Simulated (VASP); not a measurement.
The system is Ga2O3.

```xyz
10
Lattice="2.4997 1.4432 4.5003 -2.4997 1.4432 4.5003 0.0000 -2.8864 4.5003" Properties=species:S:1:pos:R:3 pbc="T T T"
Ga    0.0000    0.0000   11.5563
Ga    0.0000    0.0000    8.6952
Ga    0.0000    0.0000    1.9447
Ga    0.0000    0.0000    4.8058
O    -0.9869   -1.4432    5.6254
O     1.7433   -0.1331    5.6254
O    -0.7564    1.5763    5.6254
O     0.9869    1.4432    7.8756
O    -1.7433    0.1331    7.8756
O     0.7564   -1.5763    7.8756
```

```yaml
Program: VASP 6.6.1
Task: relaxation of cell and atoms
Functional: LDA
Potentials_or_basis: VASP PAW LDA potentials, release 64 (Ga_d, O)
Cutoff: 600 eV
k_mesh: 6 × 6 × 6
Occupations: gaussian, width 0.02 eV
Spin: no spin polarisation
```

At the start: pressure -6.2 GPa; volume 9.74 Å³/atom.

Q: Where does the relaxation end?

A: Over 12 steps the energy falls by 5.4 meV/atom and the volume is 9.47 Å³/atom (-2.7 %); space group R-3c (No. 167, to 0.1 Å) before and after.

The path:
| step | energy change (eV) | largest force (eV/Å) | pressure (GPa) | volume (Å³) |
| --- | --- | --- | --- | --- |
| 1 | 0.0000 | 0.0791 | -6.15 | 97.41 |
| 2 | -0.0015 | 0.0219 | 6.84 | 92.23 |
| 3 | -0.0534 | 0.0417 | 0.05 | 94.75 |
| 4 | -0.0544 | 0.0076 | -0.03 | 94.75 |
| 5 | -0.0545 | 0.0106 | -0.04 | 94.75 |
| 6 | -0.0545 | 0.0048 | 0.04 | 94.72 |
| 7 | -0.0545 | 0.0042 | 0.05 | 94.71 |
| 8 | -0.0545 | 0.0034 | -0.05 | 94.74 |
| 9 | -0.0545 | 0.0024 | -0.01 | 94.73 |
| 10 | -0.0545 | 0.0027 | 0.01 | 94.73 |
| 11 | -0.0545 | 0.0023 | 0.00 | 94.73 |
| 12 | -0.0545 | 0.0015 | -0.01 | 94.73 |

Final structure:
```
CELL_PARAMETERS angstrom
2.48101 1.43241 4.44285
-2.48101 1.43241 4.44285
0.00000 -2.86482 4.44285
ATOMIC_POSITIONS crystal
Ga 0.85572 0.85572 0.85572
Ga 0.64428 0.64428 0.64428
Ga 0.14428 0.14428 0.14428
Ga 0.35572 0.35572 0.35572
O 0.05254 0.44746 0.75000
O 0.75000 0.05254 0.44746
O 0.44746 0.75000 0.05254
O 0.94746 0.55254 0.25000
O 0.25000 0.94746 0.55254
O 0.55254 0.25000 0.94746
```
